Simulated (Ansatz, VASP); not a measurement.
One calculation of C, two programs

```xyz
2
Lattice="2.4060 0.0000 0.0000 -1.2030 2.0837 0.0000 0.0000 0.0000 8.3498" Properties=species:S:1:pos:R:3 pbc="T T T"
C     1.2030    0.6946    0.0000
C     0.0000    1.3891    0.0000
```

Alike in both runs: task single point; functional HSE06; k mesh 8 × 8 × 2; occupations fermi-dirac, width 0.05 eV; no spin polarisation.

```csv
,VASP,Ansatz
version,VASP 6.6.1,Ansatz 0.2.0
potentials or method,"VASP PAW PBE potentials, release 64 (C)",Ansatz PAW
plane-wave cutoff (eV),520,420
valence electrons in the cell,8,8
```

```csv
,VASP,Ansatz,Ansatz less VASP
gap on the k mesh at the Fermi level (eV),2.54,2.54,+0.001
least direct gap on the mesh (eV),2.54,2.54,+0.001
```

With one functional, cell and mesh, what is left measures potentials, basis and numerics.
